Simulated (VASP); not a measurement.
# MgTe4 (Pm-3m) in VASP: notebook

Runs on MgTe4. Level: PBE. Tasks: single point.

Everything below comes from runs of VASP 6.6.1. Logs are shortened: lines on timing, memory, paths and dates and some standing lists are left out, and cuts for length are marked.

### Step 1. The cell of the first run

It takes space group Pm-3m (No. 221, cubic). Conventional cell: a = 5.253 Å, b = 5.253 Å, c = 5.253 Å, α = 90.00°, β = 90.00°, γ = 90.00°. Mg (site symmetry m-3m) has 20 Te at 3.71 to 4.55 Å within 4.9 Å. Within 3.5 Å of Te (site symmetry m-3m) lie 6 Te at 2.63 Å. Within 3.5 Å of Te (site symmetry 4/mmm) lie 2 Te at 2.63 Å.

The cell was built from a structure type or drawn by symmetry, and may not be a known phase.

### Step 2. Single point, PBE

File INCAR:

```
ALGO = Normal
EDIFF = 1E-6
ENCUT = 520
GGA = PE
ISIF = 2
ISMEAR = 0
LASPH = T
LCHARG = F
LREAL = F
LWAVE = F
NBANDS = 21
NELM = 80
PREC = Accurate
SIGMA = 0.1
```

File KPOINTS:

```
k-points
0
Gamma
  4 4 4
```

File POSCAR:

```
MgTe4
1.0
    5.2529386000      0.0000000000      0.0000000000
    0.0000000000      5.2529386000      0.0000000000
    0.0000000000      0.0000000000      5.2529386000
Mg Te
1 4
Direct
    0.0000000000      0.0000000000      0.0000000000
    0.5000000000      0.5000000000      0.5000000000
    0.0000000000      0.5000000000      0.5000000000
    0.5000000000      0.0000000000      0.5000000000
    0.5000000000      0.5000000000      0.0000000000
```

Potentials or basis: VASP PAW PBE potentials, release 64 (Mg, Te).

On the command line:

```
cat potpaw_PBE.64/Mg/POTCAR potpaw_PBE.64/Te/POTCAR > POTCAR
mpirun -np 1 vasp_std > vasp.out
```

OUTCAR:

```text
EDIFF = 1E-6
   ENCUT = 520
   GGA = PE
   ISIF = 2
   ISMEAR = 0
   LASPH = T
   LREAL = F
   NELM = 80
   PREC = Accurate

 ion  position               nearest neighbor table
   1  0.000  0.000  0.000-
   2  0.500  0.500  0.500-   3 2.63   4 2.63   5 2.63   5 2.63   4 2.63   3 2.63
   3  0.000  0.500  0.500-   2 2.63   2 2.63
   4  0.500  0.000  0.500-   2 2.63   2 2.63
   5  0.500  0.500  0.000-   2 2.63   2 2.63

  LATTYP: Found a simple cubic cell.
 ALAT       =     5.2529386000

  Lattice vectors:

 A1 = (   5.2529386000,   0.0000000000,   0.0000000000)
 A2 = (   0.0000000000,   5.2529386000,   0.0000000000)
 A3 = (   0.0000000000,   0.0000000000,   5.2529386000)

Analysis of symmetry for initial positions (statically):
=====================================================================
 Subroutine PRICEL returns:
 Original cell was already a primitive cell.

 Routine SETGRP: Setting up the symmetry group for a
 simple cubic supercell.

 Subroutine GETGRP returns: Found 48 space group operations
 (whereof 48 operations were pure point group operations)
 out of a pool of 48 trial point group operations.

The static configuration has the point symmetry O_h .

Analysis of symmetry for dynamics (positions and initial velocities):
=====================================================================
 Subroutine PRICEL returns:
 Original cell was already a primitive cell.

 Routine SETGRP: Setting up the symmetry group for a
 simple cubic supercell.

 Subroutine GETGRP returns: Found 48 space group operations
 (whereof 48 operations were pure point group operations)
 out of a pool of 48 trial point group operations.

The dynamic configuration has the point symmetry O_h .

 Subroutine INISYM returns: Found 48 space group operations
 (whereof 48 operations are pure point group operations),
 and found     1 'primitive' translations

----------------------------------------------------------------------------------------

                                     Primitive cell

  volume of cell :     144.9462

  direct lattice vectors                    reciprocal lattice vectors
     5.252938600  0.000000000  0.000000000     0.190369634  0.000000000  0.000000000
     0.000000000  5.252938600  0.000000000     0.000000000  0.190369634  0.000000000
     0.000000000  0.000000000  5.252938600     0.000000000  0.000000000  0.190369634

  length of vectors
     5.252938600  5.252938600  5.252938600     0.190369634  0.190369634  0.190369634

  position of ions in fractional coordinates (direct lattice)
     0.000000000  0.000000000  0.000000000
     0.500000000  0.500000000  0.500000000
     0.000000000  0.500000000  0.500000000
     0.500000000  0.000000000  0.500000000
     0.500000000  0.500000000  0.000000000

  ion indices of the primitive-cell ions
   primitive index   ion index
                 1           1
                 2           2
                 3           3
                 4           4
                 5           5

----------------------------------------------------------------------------------------

 KPOINTS: k-points

Automatic generation of k-mesh.
 Grid dimensions read from file:
 generate k-points for:    4    4    4

 Generating k-lattice:

  Cartesian coordinates                     Fractional coordinates (reciprocal lattice)
     0.047592409  0.000000000  0.000000000     0.250000000  0.000000000  0.000000000
     0.000000000  0.047592409  0.000000000     0.000000000  0.250000000  0.000000000
     0.000000000  0.000000000  0.047592409     0.000000000  0.000000000  0.250000000

  Length of vectors
     0.047592409  0.047592409  0.047592409

  Shift w.r.t. Gamma in fractional coordinates (k-lattice)
     0.000000000  0.000000000  0.000000000

 Subroutine IBZKPT returns following result:
 ===========================================

 Found     10 irreducible k-points:

 Following reciprocal coordinates:
            Coordinates               Weight
  0.000000  0.000000  0.000000      1.000000
  0.250000  0.000000  0.000000      6.000000
  0.500000  0.000000  0.000000      3.000000
  0.250000  0.250000  0.000000     12.000000
  0.500000  0.250000  0.000000     12.000000
  0.500000  0.500000  0.000000      3.000000
  0.250000  0.250000  0.250000      8.000000
  0.500000  0.250000  0.250000     12.000000
  0.500000  0.500000  0.250000      6.000000
  0.500000  0.500000  0.500000      1.000000
   k-points           NKPTS =     10   k-points in BZ     NKDIM =     10   number of bands    NBANDS=     21
   number of dos      NEDOS =    301   number of ions     NIONS =      5
   total plane-waves  NPLWV =  64000
   dimension x,y,z NGX =    40 NGY =   40 NGZ =   40
   dimension x,y,z NGXF=    80 NGYF=   80 NGZF=   80
   ions per type =               1   4
   NGX,Y,Z   is equivalent  to a cutoff of  12.66, 12.66, 12.66 a.u.
   NGXF,Y,Z  is equivalent  to a cutoff of  25.32, 25.32, 25.32 a.u.
 SYSTEM =  unknown system
   PREC   = accura    normal or accurate (medium, high low for compatibility)
   ISTART =      0    job   : 0-new  1-cont  2-samecut
   ICHARG =      2    charge: 1-file 2-atom 10-const
   ISPIN  =      1    spin polarized calculation?
   LNONCOLLINEAR =      F non collinear calculations
   LSORBIT =      F    spin-orbit coupling
   LASPH  =      T    aspherical Exc in radial PAW
   ENCUT  =  520.0 eV  38.22 Ry    6.18 a.u.   9.77  9.77  9.77*2*pi/ulx,y,z
   NELM   =     80;   NELMIN=  2; NELMDL= -5     # of ELM steps
   EDIFF  = 0.1E-05   stopping-criterion for ELM
   LREAL  =      F    real-space projection
   EDIFFG = 0.1E-04   stopping-criterion for IOM
   NSW    =      0    number of steps for IOM
   IBRION =     -1    ionic relax: 0-MD 1-quasi-New 2-CG
   NFREE  =      0    steps in history (QN), initial steepest desc. (CG)
   ISIF   =      2    stress and relaxation
   ISYM   =      2    0-nonsym 1-usesym 2-fastsym
   POTIM  = 0.5000    time-step for ionic-motion
   TEBEG  =    0.0;   TEEND  =   0.0 temperature during run
   PSTRESS=    0.0 pullay stress
   NELECT =      26.0000    total number of electrons
   NUPDOWN=      -1.0000    fix difference up-down
   EMIN   =  10.00;   EMAX   =-10.00  energy-range for DOS
   EFERMI =   0.00;   METHOD = LEGACY
   ISMEAR =     0;   SIGMA  =   0.10  broadening in eV -4-tet -1-fermi 0-gaus
   EFERMI_NEDOS =   21; number of points for ismear=-14 and -15
   IALGO  =     38    algorithm
   IMIX   =      4    mixing-type and parameters
     AMIX     =   0.40;   BMIX     =  1.00
     AMIX_MAG =   1.60;   BMIX_MAG =  1.00
  volume/ion in A,a.u.               =      28.99       195.63
  Fermi-wavevector in a.u.,A,eV,Ry     =   0.923273  1.744734 11.598064  0.852434
  Thomas-Fermi vector in A             =   2.048892
   LORBIT       =      0    0 simple, 1 ext, 2 COOP (PROOUT), +10 PAW based schemes
   GGA     = PE    functional components
   LHFCALC =     F    Hartree Fock is set to
   AEXX    =    0.0000 exact exchange contribution
   IVDW    =     0    specifies the selected vdW correction
   LEPSILON=     F    determine dielectric tensor
   LRPA    =     F    only Hartree local field effects (RPA)
 non-spin polarized calculation
 Gauss-broadening in eV      SIGMA  =   0.10
  energy-cutoff  :      520.00
  volume of cell :      144.95
 maximum number of plane-waves:      3948
 NGX is ok and might be reduce to    40
   NGX = 19   NGY = 19   NGZ = 19

 number of electron      25.9999996 magnetization

 Free energy of the ion-electron system (eV)
  ---------------------------------------------------
  ext. energy  EPLUGINS =         0.00000000
  ---------------------------------------------------
  free energy    TOTEN  =        -9.84192638 eV

  energy without entropy =       -9.81481164  energy(sigma->0) =       -9.82836901

 E-fermi :   6.1014     XC(G=0):  -9.2843

 val. band max:        6.0946350176   @ k =   0.5000   0.2500   0.0000
 cond. band min:       6.2393937327   @ k =   0.5000   0.2500   0.2500
 fundamental gap:      0.1447587151
 Fermi energy:         6.1014154327

 k-point     1 :       0.0000    0.0000    0.0000
  band No.  band energies     occupation
      1      -9.1618      2.00000
      2      -4.1200      2.00000
      3      -4.1200      2.00000
      4      -1.2990      2.00000
      5      -1.0720      2.00000
      6      -1.0720      2.00000
[... 13 lines left out ...]
     20      11.7903      0.00000
     21      11.7903      0.00000

 k-point     2 :       0.2500    0.0000    0.0000
  band No.  band energies     occupation
      1      -8.9904      2.00000
      2      -4.9715      2.00000
      3      -4.1004      2.00000
      4      -2.1060      2.00000
      5      -0.9668      2.00000
      6      -0.9668      2.00000
[... 13 lines left out ...]
     20      11.4788      0.00000
     21      11.4788      0.00000

 k-point     3 :       0.5000    0.0000    0.0000
  band No.  band energies     occupation
      1      -8.7756      2.00000
      2      -5.6931      2.00000
      3      -4.0804      2.00000
      4      -2.1689      2.00000
      5      -0.8509      2.00000
      6      -0.8509      2.00000
[... 13 lines left out ...]
     20      12.1497      0.00000
     21      13.4718      0.00000
[... 121 lines left out ...]
 k-point     9 :       0.5000    0.5000    0.2500
  band No.  band energies     occupation
      1      -8.0734      2.00000
      2      -5.5696      2.00000
      3      -5.5696      2.00000
      4      -4.5187      2.00000
      5       1.6678      2.00000
      6       1.7629      2.00000
[... 13 lines left out ...]
     20      11.0487      0.00000
     21      13.0104      0.00000

 k-point    10 :       0.5000    0.5000    0.5000
  band No.  band energies     occupation
      1      -7.7154      2.00000
      2      -5.5303      2.00000
      3      -5.5303      2.00000
      4      -5.5303      2.00000
      5       1.9833      2.00000
      6       1.9833      2.00000
[... 13 lines left out ...]
     20      11.7196      0.00000
     21      12.3285      0.00000

------------------------ aborting loop because EDIFF is reached ----------------------------------------

  FORCE on cell =-STRESS in cart. coord.  units (eV):
  Direction    XX          YY          ZZ          XY          YZ          ZX
  --------------------------------------------------------------------------------------
  -------------------------------------------------------------------------------------
  Total       16.6357861     16.6357861     16.6357861     -0.0000000      0.0000000     -0.0000000
  in kB      183.8852678    183.8852678    183.8852678     -0.0000000      0.0000000     -0.0000000
  external PRESSURE =     183.8852678 kB  Pullay stress =       0.0000000 kB

 VOLUME and BASIS-vectors are now :
 -----------------------------------------------------------------------------
  energy-cutoff  :      520.00
  volume of cell :      144.95
      direct lattice vectors                 reciprocal lattice vectors
     5.252938600  0.000000000  0.000000000     0.190369634  0.000000000  0.000000000
     0.000000000  5.252938600  0.000000000     0.000000000  0.190369634  0.000000000
     0.000000000  0.000000000  5.252938600     0.000000000  0.000000000  0.190369634

 POSITION                                       TOTAL-FORCE (eV/Angst)
 -----------------------------------------------------------------------------------
      0.00000      0.00000      0.00000         0.000000      0.000000      0.000000
      2.62647      2.62647      2.62647         0.000000      0.000000      0.000000
      0.00000      2.62647      2.62647         0.000000      0.000000      0.000000
      2.62647      0.00000      2.62647         0.000000      0.000000      0.000000
      2.62647      2.62647      0.00000         0.000000      0.000000      0.000000
 -----------------------------------------------------------------------------------
    total drift:                                0.000000     -0.000000     -0.000000

  FREE ENERGIE OF THE ION-ELECTRON SYSTEM (eV)
  ---------------------------------------------------
  free  energy   TOTEN  =        -9.8419263822 eV

  energy  without entropy=       -9.8148116427  energy(sigma->0) =       -9.82836901
```

Run time: 40 s. Hardware: 1 thread of AMD EPYC 7R13, shared host; peak memory 0.21 GiB.

Results:

- Free energy: -9.8419 eV
- Pressure: 18.4 GPa
- Band gap on the k mesh: zero (bands 13 and 14 overlap by 0.63 eV)

Caveat: the cell stands under pressure; semilocal functionals underestimate gaps, so a narrow gap can read as zero; spin-orbit coupling is left out, which moves the levels of the heavy elements.

### Step 3. Single point, PBE

This run uses another cell than the first one, of 38.78 Å³/atom.

File INCAR:

```
SYSTEM = MgTe4
ALGO = Normal
EDIFF = 1E-6
ENCUT = 520
GGA = PE
ISIF = 2
ISMEAR = 0
LASPH = .TRUE.
LCHARG = .FALSE.
LREAL = .FALSE.
LWAVE = .FALSE.
NBANDS = 21
NELM = 60
PREC = Accurate
SIGMA = 0.1
```

File KPOINTS:

```
k-points
0
G
  4 4 4
  0 0 0
```

Edit POSCAR of step 2 so:

```diff
@@ -2,5 +2,5 @@
 1.0
-    5.2529386000      0.0000000000      0.0000000000
-    0.0000000000      5.2529386000      0.0000000000
-    0.0000000000      0.0000000000      5.2529386000
+    5.7877622643      0.0000000000      0.0000000000
+    0.0000000000      5.7877622643      0.0000000000
+    0.0000000000      0.0000000000      5.7877622643
 Mg Te
```

Potentials or basis: VASP PAW PBE potentials, release 64 (Mg, Te).

On the command line:

```
cat potpaw_PBE.64/Mg/POTCAR potpaw_PBE.64/Te/POTCAR > POTCAR
mpirun -np 1 vasp_std > vasp.out
```

OUTCAR:

```text
SYSTEM = MgTe4
   EDIFF = 1E-6
   ENCUT = 520
   GGA = PE
   ISIF = 2
   ISMEAR = 0
   LASPH = .TRUE.
   LREAL = .FALSE.
   NELM = 60
   PREC = Accurate

 ion  position               nearest neighbor table
   1  0.000  0.000  0.000-
   2  0.500  0.500  0.500-   3 2.89   4 2.89   5 2.89   5 2.89   4 2.89   3 2.89
   3  0.000  0.500  0.500-   2 2.89   2 2.89
   4  0.500  0.000  0.500-   2 2.89   2 2.89
[... 426 lines left out ...]
  FORCE on cell =-STRESS in cart. coord.  units (eV):
  Direction    XX          YY          ZZ          XY          YZ          ZX
  --------------------------------------------------------------------------------------
  -------------------------------------------------------------------------------------
  Total        0.0334150      0.0334150      0.0334150      0.0000000      0.0000000      0.0000000
  in kB        0.2761337      0.2761337      0.2761337      0.0000000      0.0000000      0.0000000
  external PRESSURE =       0.2761337 kB  Pullay stress =       0.0000000 kB

 VOLUME and BASIS-vectors are now :
 -----------------------------------------------------------------------------
  energy-cutoff  :      520.00
  volume of cell :      193.88
      direct lattice vectors                 reciprocal lattice vectors
     5.787762264  0.000000000  0.000000000     0.172778348  0.000000000  0.000000000
     0.000000000  5.787762264  0.000000000     0.000000000  0.172778348  0.000000000
     0.000000000  0.000000000  5.787762264     0.000000000  0.000000000  0.172778348

 POSITION                                       TOTAL-FORCE (eV/Angst)
 -----------------------------------------------------------------------------------
      0.00000      0.00000      0.00000         0.000000      0.000000      0.000000
      2.89388      2.89388      2.89388         0.000000      0.000000      0.000000
      0.00000      2.89388      2.89388         0.000000      0.000000      0.000000
      2.89388      0.00000      2.89388         0.000000      0.000000      0.000000
      2.89388      2.89388      0.00000         0.000000      0.000000      0.000000
 -----------------------------------------------------------------------------------
    total drift:                               -0.000000     -0.000000     -0.000000

  FREE ENERGIE OF THE ION-ELECTRON SYSTEM (eV)
  ---------------------------------------------------
  free  energy   TOTEN  =       -11.9691312774 eV

  energy  without entropy=      -11.9328317920  energy(sigma->0) =      -11.95098153
```

stdout:

```text
POSCAR found type information on POSCAR MgTe
 POSCAR found :  2 types and       5 ions
 scaLAPACK will be used
 LDA part: xc-table for (Slater+PW92), standard interpolation
 POSCAR, INCAR and KPOINTS ok, starting setup
 FFT: planning ... GRIDC
 FFT: planning ... GRID_SOFT
 FFT: planning ... GRID
 WAVECAR not read
 entering main loop
```

Run time: 78 s. Hardware: 1 thread of AMD EPYC 7R13, shared host; peak memory 0.3 GiB.

Results:

```
Free energy            : -11.9691 eV
Pressure               : 0.0 GPa
Band gap on the k mesh : zero (bands 13 and 14 overlap by 0.64 eV)
```

Caveat: semilocal functionals underestimate gaps, so a narrow gap can read as zero; spin-orbit coupling is left out, which moves the levels of the heavy elements.
